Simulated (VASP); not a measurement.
HfN, 2 atoms in the cell. The structure is cubic, space group F-43m (No. 216). Conventional cell: a = 4.877 Å, b = 4.877 Å, c = 4.877 Å, α = 90.00°, β = 90.00°, γ = 90.00°. Within 2.8 Å of Hf (site symmetry -43m) lie 4 N at 2.11 Å. N (site symmetry -43m) has 4 Hf at 2.11 Å within 2.8 Å.  This cell differs from its parent crystal: volume scaled by 0.98.

```yaml
Program: VASP 6.6.1
Task: single point
Functional: LDA
Potentials_or_basis: VASP PAW LDA potentials, release 64 (Hf_pv, N)
Cutoff: 520 eV
k_mesh: 9 × 9 × 9
Occupations: fermi-dirac, width 0.05 eV
Spin: no spin polarisation
Dipole_correction: no
Further_INCAR_settings: ALGO = Normal; EDIFF = 1e-07; NBANDS = 14
```

Potentials or basis: VASP PAW LDA potentials, release 64 (Hf_pv, N).

The run is started by

```bash
$ cat potpaw_LDA.64/Hf_pv/POTCAR potpaw_LDA.64/N/POTCAR > POTCAR
$ mpirun -np 1 vasp_std > vasp.out
```

Hardware: 1 thread of AMD EPYC 7R43 64-Core Processor (Zen 3), on a shared host.

Task: How long does it take, and how much memory?

Result: It took 16 s on 1 thread of AMD EPYC 7R43 64-Core Processor (Zen 3), with other jobs on the host, peak memory 0.12 GiB. Counts: scf iterations 13, k points 35.
